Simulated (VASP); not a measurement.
Here is a VASP 6.6.1 calculation.

The input POSCAR:

```
Be
1.0
    2.0615590750      0.0000000000      0.0000000000
    0.0000000000      2.0615590750      0.0000000000
    0.0000000000      0.0000000000      2.0615590750
Be
1
Direct
    0.0000000000      0.0000000000      0.0000000000
```

Contents of INCAR.step1:

```
SYSTEM = Be
PREC = Accurate
ENCUT = 600
ISMEAR = -1
SIGMA = 0.1
LREAL = .False.
LASPH = .True.
NELM = 100
GGA = PE
ALGO = Normal
EDIFF = 1E-4
LWAVE = .True.
LCHARG = .False.
```

File INCAR.step2:

```
SYSTEM = Be
PREC = Accurate
ENCUT = 600
EDIFF = 1E-6
ISMEAR = -1
SIGMA = 0.1
LREAL = .False.
LASPH = .True.
NELM = 100
ALGO = Normal
ISIF = 3
LWAVE = .False.
LCHARG = .False.
METAGGA = R2SCAN
LMIXTAU = .True.
IBRION = 2
NSW = 80
EDIFFG = -0.01
ISTART = 1
```

The input KPOINTS:

```
Automatic mesh
0
Gamma
  15 15 15
  0 0 0
```

Potentials or basis: VASP PAW PBE potentials, release 64 (Be).

The run is started by

```console
$ cat potpaw_PBE.64/Be/POTCAR > POTCAR
$ cp INCAR.step1 INCAR
$ mpirun -np 1 vasp_std > vasp.out
$ cp INCAR.step2 INCAR
$ mpirun -np 1 vasp_std > vasp.out
```

**Question.** Predict the space group after relaxing (to 0.05 Å).

**Answer.** Pm-3m (No. 221).

**Question.** Estimate the band gap on the k mesh.

**Answer.** Zero (band 1 reaches 10.32 eV, above the bottom of band 2 at 3.21 eV).

**Question.** What does it give for the relaxed volume?

**Answer.** 10.25 Å³/atom.

Final structure:
```
Be
1.0
     2.17212    0.00000    0.00000
     0.00000    2.17212    0.00000
     0.00000    0.00000    2.17212
Be
1
Direct
  0.00000 0.00000 0.00000
```

Caveat: the volume moved by over 15 % at a fixed basis, so the end points are rough; the PAW data sets were made with another functional, which shifts forces and pressure a little.
